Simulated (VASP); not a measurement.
# ZrC (Fm-3m) in VASP: a series of runs

Runs on ZrC. Level: PBE+D3(BJ). Tasks: single point, relaxation of cell and atoms.

Everything below comes from runs of VASP 6.6.1. Logs are shortened: lines on timing, memory, paths and dates and some standing lists are left out, and cuts for length are marked.

### 1 The cell of the first run

The structure is cubic, space group Fm-3m (No. 225). The conventional cell has a = 4.673 Å, b = 4.673 Å, c = 4.673 Å, α = 90.00°, β = 90.00°, γ = 90.00°. Zr (site symmetry m-3m) has 6 C at 2.34 Å within 3.1 Å. Within 3.1 Å of C (site symmetry m-3m) lie 6 Zr at 2.34 Å.

### 2 Single point, PBE+D3(BJ)

INCAR reads:

```
ALGO = Normal
EDIFF = 1E-7
ENCUT = 520
GGA = PE
ISIF = 2
ISMEAR = 0
IVDW = 12
LASPH = T
LCHARG = F
LREAL = F
LWAVE = F
NBANDS = 15
NELM = 80
PREC = Accurate
SIGMA = 0.1
```

KPOINTS reads:

```
k-points
0
Gamma
  20 20 20
```

POSCAR reads:

```
ZrC
1.0
    0.0000000000      2.3364721175      2.3364721175
    2.3364721175      0.0000000000      2.3364721175
    2.3364721175      2.3364721175      0.0000000000
Zr C
1 1
Direct
    0.0000000000      0.0000000000      0.0000000000
    0.5000000000      0.5000000000      0.5000000000
```

Potentials or basis: VASP PAW PBE potentials, release 64 (Zr_sv, C).

The run is started by

```
cat potpaw_PBE.64/Zr_sv/POTCAR potpaw_PBE.64/C/POTCAR > POTCAR
mpirun -np 1 vasp_std > vasp.out
```

OUTCAR:

```text
EDIFF = 1E-7
   ENCUT = 520
   GGA = PE
   ISIF = 2
   ISMEAR = 0
   IVDW = 12
   LASPH = T
   LREAL = F
   NELM = 80
   PREC = Accurate
 IVDW          = 12

 ion  position               nearest neighbor table
   1  0.000  0.000  0.000-   2 2.34   2 2.34   2 2.34   2 2.34   2 2.34   2 2.34
   2  0.500  0.500  0.500-   1 2.34   1 2.34   1 2.34   1 2.34   1 2.34   1 2.34

  LATTYP: Found a face centered cubic cell.
 ALAT       =     4.6729442350

  Lattice vectors:

 A1 = (   0.0000000000,   2.3364721175,   2.3364721175)
 A2 = (   2.3364721175,   0.0000000000,   2.3364721175)
 A3 = (   2.3364721175,   2.3364721175,   0.0000000000)

Analysis of symmetry for initial positions (statically):
=====================================================================
 Subroutine PRICEL returns:
 Original cell was already a primitive cell.

 Routine SETGRP: Setting up the symmetry group for a
 face centered cubic supercell.

 Subroutine GETGRP returns: Found 48 space group operations
 (whereof 48 operations were pure point group operations)
 out of a pool of 48 trial point group operations.

The static configuration has the point symmetry O_h .

Analysis of symmetry for dynamics (positions and initial velocities):
=====================================================================
 Subroutine PRICEL returns:
 Original cell was already a primitive cell.

 Routine SETGRP: Setting up the symmetry group for a
 face centered cubic supercell.

 Subroutine GETGRP returns: Found 48 space group operations
 (whereof 48 operations were pure point group operations)
 out of a pool of 48 trial point group operations.

The dynamic configuration has the point symmetry O_h .

 Subroutine INISYM returns: Found 48 space group operations
 (whereof 48 operations are pure point group operations),
 and found     1 'primitive' translations

----------------------------------------------------------------------------------------

                                     Primitive cell

  volume of cell :      25.5101

  direct lattice vectors                    reciprocal lattice vectors
     0.000000000  2.336472118  2.336472118    -0.213997846  0.213997846  0.213997846
     2.336472118  0.000000000  2.336472118     0.213997846 -0.213997846  0.213997846
     2.336472118  2.336472118  0.000000000     0.213997846  0.213997846 -0.213997846

  length of vectors
     3.304270557  3.304270557  3.304270557     0.370655142  0.370655142  0.370655142

  position of ions in fractional coordinates (direct lattice)
     0.000000000  0.000000000  0.000000000
     0.500000000  0.500000000  0.500000000

  ion indices of the primitive-cell ions
   primitive index   ion index
                 1           1
                 2           2

----------------------------------------------------------------------------------------

 KPOINTS: k-points

Automatic generation of k-mesh.
 Grid dimensions read from file:
 generate k-points for:   20   20   20

 Generating k-lattice:

  Cartesian coordinates                     Fractional coordinates (reciprocal lattice)
    -0.010699892  0.010699892  0.010699892     0.050000000  0.000000000  0.000000000
     0.010699892 -0.010699892  0.010699892     0.000000000  0.050000000  0.000000000
     0.010699892  0.010699892 -0.010699892     0.000000000  0.000000000  0.050000000

  Length of vectors
     0.018532757  0.018532757  0.018532757

  Shift w.r.t. Gamma in fractional coordinates (k-lattice)
     0.000000000  0.000000000  0.000000000

 Subroutine IBZKPT returns following result:
 ===========================================

 Found    256 irreducible k-points:

 Following reciprocal coordinates:
            Coordinates               Weight
  0.000000  0.000000  0.000000      1.000000
  0.050000  0.000000  0.000000      8.000000
  0.100000  0.000000  0.000000      8.000000
  0.150000  0.000000  0.000000      8.000000
  0.200000  0.000000  0.000000      8.000000
  0.250000  0.000000  0.000000      8.000000
[... 16 lines left out ...]
 -0.400000  0.050000  0.000000     24.000000
 -0.350000  0.050000  0.000000     24.000000
 [... further k-points ...]
   k-points           NKPTS =    256   k-points in BZ     NKDIM =    256   number of bands    NBANDS=     15
   number of dos      NEDOS =    301   number of ions     NIONS =      2
   total plane-waves  NPLWV =  21952
   dimension x,y,z NGX =    28 NGY =   28 NGZ =   28
   dimension x,y,z NGXF=    56 NGYF=   56 NGZF=   56
   ions per type =               1   1
   NGX,Y,Z   is equivalent  to a cutoff of  14.09, 14.09, 14.09 a.u.
   NGXF,Y,Z  is equivalent  to a cutoff of  28.17, 28.17, 28.17 a.u.
 SYSTEM =  unknown system
   PREC   = accura    normal or accurate (medium, high low for compatibility)
   ISTART =      0    job   : 0-new  1-cont  2-samecut
   ICHARG =      2    charge: 1-file 2-atom 10-const
   ISPIN  =      1    spin polarized calculation?
   LNONCOLLINEAR =      F non collinear calculations
   LSORBIT =      F    spin-orbit coupling
   LASPH  =      T    aspherical Exc in radial PAW
   ENCUT  =  520.0 eV  38.22 Ry    6.18 a.u.   6.14  6.14  6.14*2*pi/ulx,y,z
   NELM   =     80;   NELMIN=  2; NELMDL= -5     # of ELM steps
   EDIFF  = 0.1E-06   stopping-criterion for ELM
   LREAL  =      F    real-space projection
   EDIFFG = 0.1E-05   stopping-criterion for IOM
   NSW    =      0    number of steps for IOM
   IBRION =     -1    ionic relax: 0-MD 1-quasi-New 2-CG
   NFREE  =      0    steps in history (QN), initial steepest desc. (CG)
   ISIF   =      2    stress and relaxation
   ISYM   =      2    0-nonsym 1-usesym 2-fastsym
   POTIM  = 0.5000    time-step for ionic-motion
   TEBEG  =    0.0;   TEEND  =   0.0 temperature during run
   PSTRESS=    0.0 pullay stress
   NELECT =      16.0000    total number of electrons
   NUPDOWN=      -1.0000    fix difference up-down
   EMIN   =  10.00;   EMAX   =-10.00  energy-range for DOS
   EFERMI =   0.00;   METHOD = LEGACY
   ISMEAR =     0;   SIGMA  =   0.10  broadening in eV -4-tet -1-fermi 0-gaus
   EFERMI_NEDOS =   21; number of points for ismear=-14 and -15
   IALGO  =     38    algorithm
   IMIX   =      4    mixing-type and parameters
     AMIX     =   0.40;   BMIX     =  1.00
     AMIX_MAG =   1.60;   BMIX_MAG =  1.00
  volume/ion in A,a.u.               =      12.76        86.08
  Fermi-wavevector in a.u.,A,eV,Ry     =   1.401342  2.648153 26.718579  1.963760
  Thomas-Fermi vector in A             =   2.524213
   LORBIT       =      0    0 simple, 1 ext, 2 COOP (PROOUT), +10 PAW based schemes
   GGA     = PE    functional components
   LHFCALC =     F    Hartree Fock is set to
   AEXX    =    0.0000 exact exchange contribution
   IVDW    =    12    specifies the selected vdW correction
   LEPSILON=     F    determine dielectric tensor
   LRPA    =     F    only Hartree local field effects (RPA)
 non-spin polarized calculation
 Gauss-broadening in eV      SIGMA  =   0.10
  energy-cutoff  :      520.00
  volume of cell :       25.51
 maximum number of plane-waves:       701
 NGX is ok and might be reduce to    28
   NGX = 13   NGY = 13   NGZ = 13

 number of electron      16.0000000 magnetization

 Free energy of the ion-electron system (eV)
  ---------------------------------------------------
  ext. energy  EPLUGINS =         0.00000000
  ---------------------------------------------------
  free energy    TOTEN  =       -19.45172151 eV

  energy without entropy =      -19.45029294  energy(sigma->0) =      -19.45100723

 E-fermi :   9.8380     XC(G=0): -12.2205

 val. band max:        9.7711287497   @ k =   0.4000   0.3500   0.0000
 cond. band min:       9.8516940874   @ k =   0.4500   0.4500   0.0000
 fundamental gap:      0.0805653377
 Fermi energy:         9.8379804291

 k-point     1 :       0.0000    0.0000    0.0000
  band No.  band energies     occupation
      1     -38.2210      2.00000
      2     -15.9194      2.00000
      3     -15.9194      2.00000
      4     -15.9194      2.00000
      5      -1.5516      2.00000
      6      10.7559      0.00000
      7      10.7559      0.00000
      8      10.7559      0.00000
      9      10.9167      0.00000
     10      10.9167      0.00000
     11      10.9167      0.00000
     12      12.6800      0.00000
     13      12.6800      0.00000
     14      17.3279      0.00000
     15      20.3144      0.00000

 k-point     2 :       0.0500    0.0000    0.0000
  band No.  band energies     occupation
      1     -38.2183      2.00000
      2     -15.9436      2.00000
      3     -15.9214      2.00000
      4     -15.9214      2.00000
      5      -1.4925      2.00000
      6      10.1827      0.00000
      7      10.3532      0.00000
      8      10.3532      0.00000
      9      11.0876      0.00000
     10      11.0876      0.00000
     11      11.3573      0.00000
     12      13.0329      0.00000
     13      13.0329      0.00000
     14      17.4531      0.00000
     15      20.4766      0.00000

 k-point     3 :       0.1000    0.0000    0.0000
  band No.  band energies     occupation
      1     -38.2106      2.00000
      2     -16.0131      2.00000
      3     -15.9274      2.00000
      4     -15.9274      2.00000
      5      -1.3194      2.00000
      6       9.4389      2.00000
      7       9.7319      1.86651
      8       9.7319      1.86651
      9      11.2963      0.00000
     10      11.2963      0.00000
     11      11.7410      0.00000
     12      13.8043      0.00000
     13      13.8043      0.00000
     14      17.7959      0.00000
     15      20.9384      0.00000
[... 343 lines left out ...]
 k-point    23 :      -0.4000    0.0500    0.0000
  band No.  band energies     occupation
      1     -38.1171      2.00000
      2     -16.7649      2.00000
      3     -16.0200      2.00000
      4     -15.9939      2.00000
      5       1.2306      2.00000
      6       4.9078      2.00000
      7       6.9337      2.00000
      8       7.0522      2.00000
      9      13.8832      0.00000
     10      13.9220      0.00000
     11      14.6728      0.00000
     12      17.5513      0.00000
     13      19.1784      0.00000
     14      19.9104      0.00000
     15      23.5250      0.00000

 k-point    24 :      -0.3500    0.0500    0.0000
  band No.  band energies     occupation
      1     -38.1279      2.00000
      2     -16.6824      2.00000
      3     -16.0150      2.00000
      4     -15.9820      2.00000
      5       0.8300      2.00000
      6       5.4169      2.00000
      7       7.1056      2.00000
      8       7.2879      2.00000
      9      13.3845      0.00000
     10      13.4263      0.00000
     11      14.2318      0.00000
     12      18.0858      0.00000
     13      18.6081      0.00000
     14      19.3256      0.00000
     15      24.2337      0.00000

 [... further k-points ...]

------------------------ aborting loop because EDIFF is reached ----------------------------------------

 Edisp (eV)   -0.81420

 E8    (eV) :    -0.3766

  FORCE on cell =-STRESS in cart. coord.  units (eV):
  Direction    XX          YY          ZZ          XY          YZ          ZX
  --------------------------------------------------------------------------------------
  -------------------------------------------------------------------------------------
  Total       0.04196     0.04196     0.04196    -0.00000    -0.00000    -0.00000
  in kB       2.63536     2.63536     2.63536    -0.00000    -0.00000    -0.00000
  external pressure =        2.64 kB  Pullay stress =        0.00 kB

 VOLUME and BASIS-vectors are now :
 -----------------------------------------------------------------------------
  energy-cutoff  :      520.00
  volume of cell :       25.51
      direct lattice vectors                 reciprocal lattice vectors
     0.000000000  2.336472118  2.336472118    -0.213997846  0.213997846  0.213997846
     2.336472118  0.000000000  2.336472118     0.213997846 -0.213997846  0.213997846
     2.336472118  2.336472118  0.000000000     0.213997846  0.213997846 -0.213997846

 POSITION                                       TOTAL-FORCE (eV/Angst)
 -----------------------------------------------------------------------------------
      0.00000      0.00000      0.00000         0.000000      0.000000      0.000000
      2.33647      2.33647      2.33647        -0.000000     -0.000000     -0.000000
 -----------------------------------------------------------------------------------
    total drift:                                0.000000      0.000000      0.000000

  FREE ENERGIE OF THE ION-ELECTRON SYSTEM (eV)
  ---------------------------------------------------
  free  energy   TOTEN  =       -20.2659202026 eV

  energy  without entropy=      -20.2644916322  energy(sigma->0) =      -20.26520592
```

Run time: 99 s. Hardware: 1 thread of Intel Xeon 6975P-C, shared host; peak memory 0.25 GiB.

Results:

```
Free energy                : -20.2659 eV
Pressure                   : 0.3 GPa
Band gap on the k mesh     : zero (band 8 reaches 10.76 eV, above the bottom of band 9 at 9.44 eV)
Dispersion energy per atom : -0.407 eV
```

Caveat: pairwise dispersion overbinds metals, which lowers pressure and volume.

### 3 Relaxation of cell and atoms, PBE+D3(BJ)

INCAR reads:

```
SYSTEM = ZrC
  PREC = Accurate
  ENCUT = 600
  EDIFF = 1E-6
  ISMEAR = 0
  SIGMA = 0.1
  LREAL = .FALSE.
  LASPH = .TRUE.
  NELM = 60
  ALGO = Normal
  ISIF = 3
  LWAVE = .FALSE.
  LCHARG = .FALSE.
  GGA = PE
  IVDW = 12
  IBRION = 2
  NSW = 100
  EDIFFG = -0.01
```

KPOINTS reads:

```
regular mesh
0
G
  20 20 20
  0 0 0
```

POSCAR reads:

```
ZrC
1.0
    0.0000000000      2.3375918689      2.3375918689
    2.3375918689      0.0000000000      2.3375918689
    2.3375918689      2.3375918689      0.0000000000
Zr C
1 1
Direct
    0.0000000000      0.0000000000      0.0000000000
    0.5000000000      0.5000000000      0.5000000000
```

Potentials or basis: VASP PAW PBE potentials, release 64 (Zr_sv, C).

The run is started by

```
cat potpaw_PBE.64/Zr_sv/POTCAR potpaw_PBE.64/C/POTCAR > POTCAR
mpirun -np 1 vasp_std > vasp.out
```

It took 2.3 min on 1 thread of Intel Xeon 6975P-C, shared host; peak memory 0.26 GiB.

It converged, with:

```
Free energy                            : -20.2670 eV
Relaxed volume                         : 12.76 Å³/atom
Relaxed cell                           : a = 3.305 Å, b = 3.305 Å, c = 3.305 Å, α = 60.00°, β = 60.00°, γ = 60.00°
Space group after relaxing (to 0.05 Å) : Fm-3m (No. 225)
Energy gained by relaxing              : 0.0 meV/atom
Ionic steps                            : 3
Pressure after relaxing                : 0.0 GPa
Band gap on the k mesh                 : zero (band 8 reaches 10.75 eV, above the bottom of band 9 at 9.43 eV)
Dispersion energy per atom             : -0.407 eV
```

Final structure:
```
Zr C
1.0
     0.00000    2.33707    2.33707
     2.33707    0.00000    2.33707
     2.33707    2.33707    0.00000
Zr C
1 1
Direct
  0.00000 0.00000 0.00000
  0.50000 0.50000 0.50000
```

Levels at points of the mesh, in eV from the Fermi level:
| k point | band 4 | band 5 | band 6 | band 7 | band 8 | band 9 | band 10 | band 11 | band 12 |
| --- | --- | --- | --- | --- | --- | --- | --- | --- | --- |
| (0.00, 0.00, 0.00) | -25.76 | -11.39 | 0.92 | 0.92 | 0.92 | 1.08 | 1.08 | 1.08 | 2.84 |
| (0.50, 0.00, 0.00) | -25.84 | -8.23 | -5.38 | -3.01 | -3.01 | 4.57 | 4.57 | 5.42 | 6.58 |
| (0.50, 0.50, 0.00) | -26.06 | -10.24 | -2.05 | -1.83 | 0.06 | 0.06 | 4.52 | 5.76 | 5.76 |

Caveat: pairwise dispersion overbinds metals, which lowers pressure and volume.
